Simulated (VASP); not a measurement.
Al: electric field gradients with PBEsol

Crystal: Al.

```
CELL_PARAMETERS angstrom
0.00000 2.02398 2.02398
2.02398 0.00000 2.02398
2.02398 2.02398 0.00000
ATOMIC_POSITIONS crystal
Al 0.00000 0.00000 0.00000
```

```
Program                : VASP 6.6.1
Task                   : electric field gradients
Functional             : PBEsol
Potentials or basis    : VASP PAW PBE potentials, release 64 (Al)
Cutoff                 : 520 eV
k mesh                 : 14 × 14 × 14
Occupations            : fermi-dirac, width 0.05 eV
Spin                   : no spin polarisation
Dipole correction      : no
Further INCAR settings : ALGO = Normal; EDIFF = 1e-08; NBANDS = 8
```

```yaml
Pressure: -2.1 GPa
```

Levels at points of the mesh, in eV from the Fermi level:
| k point | band 1 | band 2 | band 3 | band 4 |
| --- | --- | --- | --- | --- |
| (0.00, 0.00, 0.00) | -11.06 | 12.60 | 12.60 | 12.60 |
| (0.50, 0.00, 0.00) | -4.54 | -4.34 | 11.37 | 11.37 |
| (0.50, 0.50, 0.00) | -2.88 | -1.58 | 5.28 | 5.59 |

Wall time 31 s on 1 thread of AMD EPYC 7R13, on a shared host, peak memory 0.1 GiB.

Caveat: without QUAD_EFG the Cq values of the log hold for a quadrupole moment of 1 mb, not for the nuclei; the PAW data sets were made with another functional, which shifts forces and pressure a little.
